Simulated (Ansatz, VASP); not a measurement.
## Ag2Pb in VASP and in Ansatz

File INCAR:

```
PREC = Accurate
ENCUT = 520
EDIFF = 1E-6
ISMEAR = 0
SIGMA = 0.1
LREAL = F
LASPH = T
NELM = 80
ALGO = Fast
ISIF = 2
LWAVE = F
LCHARG = F
GGA = PE
NBANDS = 45
```

Contents of KPOINTS:

```
regular mesh
0
Gamma
  4 4 4
```

Contents of POSCAR:

```
Ag2Pb
1.0
    4.3936420241      0.0000000000      0.0000000000
    0.0000000000      4.3936420241      0.0000000000
    0.0000000000      0.0000000000      6.7038260443
Ag Pb
4 2
Direct
    0.0000000000      0.0000000000      0.0000000000
    0.5000000000      0.5000000000      0.0000000000
    0.0000000000      0.5000000000      0.2700000000
    0.5000000000      0.0000000000      0.7300000000
    0.0000000000      0.5000000000      0.7000000000
    0.5000000000      0.0000000000      0.3000000000
```

Input for Ansatz:

```yaml
crystal:
  lattice:
    - [4.3936420241, 0.0, 0.0]
    - [0.0, 4.3936420241, 0.0]
    - [0.0, 0.0, 6.7038260443]
  atoms:
    - { symbol: Ag, position: [0.0, 0.0, 0.0] }
    - { symbol: Ag, position: [0.5, 0.5, 0.0] }
    - { symbol: Ag, position: [0.0, 0.5, 0.27] }
    - { symbol: Ag, position: [0.5, 0.0, 0.73] }
    - { symbol: Pb, position: [0.0, 0.5, 0.7] }
    - { symbol: Pb, position: [0.5, 0.0, 0.3] }
basis:
  ecutwfc: 420
kpoints:
  mp_grid: { grid: [4, 4, 4] }
hamiltonian:
  xc: pbe
scf:
  occupations: { method: gaussian, width: 0.1 }
  lower_state_search: "off"
output:
  forces: true
  stress: true
  eigenvalues: true
```

Alike in both runs: task single point; functional PBE; k mesh 4 × 4 × 4; occupations gaussian, width 0.1 eV; no spin polarisation.

|  | VASP | Ansatz |
| --- | --- | --- |
| version | VASP 6.6.1 | Ansatz 0.2.0 |
| potentials or method | VASP PAW PBE potentials, release 64 (Ag, Pb_d), cutoff 520 eV | scalar-relativistic, plane waves, PAW |
| valence electrons in the cell | 72 | 104 |

|  | VASP | Ansatz | Ansatz less VASP |
| --- | --- | --- | --- |
| gap on the k mesh at the Fermi level (eV) | none | none | - |
| pressure (GPa) | 5.0 | 5.1 | +0.09 |
| traceless stress, the component that is largest in VASP (GPa) | 2.02 | 2.01 | -0.007 |
| rms of the force components (eV/Å) | 0.279 | 0.281 | +0.0013 |

Atom by atom the forces differ by 0.003 eV/Å (rms over components). A gap of «none» marks a metal or a gap that the smearing closes. The functional is the same, so the differences come from potentials, cutoffs and numerics. VASP's potentials hold 72 valence electrons a cell and Ansatz's 104, so a difference there can come from the potentials and not from the codes.

Spin-orbit coupling is off throughout.
